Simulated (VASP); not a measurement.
Input of a VASP 6.6.1 run:

The input INCAR:

```
  PREC = Accurate
  ENCUT = 520
  EDIFF = 1E-7
  ISMEAR = -1
  SIGMA = 0.15
  LREAL = F
  LASPH = T
  NELM = 60
  ALGO = Normal
  ISIF = 2
  LWAVE = F
  LCHARG = F
  GGA = CA
  NBANDS = 21
```

Contents of KPOINTS:

```
regular mesh
0
Gamma
  11 11 11
```

POSCAR

```
Ge
1.0
   -2.5395053008      2.6971725716      1.4620546264
    2.5395053008     -2.6971725716      1.4620546264
    2.5395053008      2.6971725716     -1.4620546264
Ge
2
Direct
    0.1859400000      0.9359400000      0.2500000000
    0.8140600000      0.0640600000      0.7500000000
```

Potentials or basis: VASP PAW LDA potentials, release 64 (Ge_d).

The run is started by

```sh
$ cat potpaw_LDA.64/Ge_d/POTCAR > POTCAR
$ mpirun -np 1 vasp_std > vasp.out
```

Problem. Estimate the largest force.

Solution. 0.056 eV/Å.

Problem. What does it give for the band gap on the k mesh?

Solution. Zero (bands 14 and 15 overlap by 4.74 eV).

Problem. Estimate the pressure.

Solution. -6.9 GPa.

Stress tensor (GPa, compression positive):
```
-6.25  0.00  0.00
 0.00 -7.35  0.00
 0.00  0.00 -7.25
```

Caveat: the cell stands under tension.
